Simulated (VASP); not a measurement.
Here is a VASP 6.6.1 calculation.

INCAR

```
SYSTEM = LiH
PREC = Accurate
ENCUT = 520
EDIFF = 1E-7
ISMEAR = -1
SIGMA = 0.02
LREAL = .FALSE.
LASPH = .TRUE.
NELM = 100
ALGO = Normal
ISIF = 2
LWAVE = .FALSE.
LCHARG = .FALSE.
GGA = PE
NBANDS = 9
```

Contents of KPOINTS:

```
Automatic mesh
0
G
  10 10 10
  0 0 0
```

POSCAR

```
LiH
1.0
    2.5016587118      0.0000000000      0.0000000000
    0.0000000000      2.5016587118      0.0000000000
    0.0000000000      0.0000000000      2.5016587118
Li H
1 1
Direct
    0.0000000000      0.0000000000      0.0000000000
    0.5000000000      0.5000000000      0.5000000000
```

Potentials or basis: VASP PAW PBE potentials, release 64 (Li_sv, H).

Command:

```console
$ cat potpaw_PBE.64/Li_sv/POTCAR potpaw_PBE.64/H/POTCAR > POTCAR
$ mpirun -np 1 vasp_std > vasp.out
```

(1) Estimate the band gap on the k mesh.

Answers

(1) 0.73 eV, indirect (least direct gap 4.21 eV).
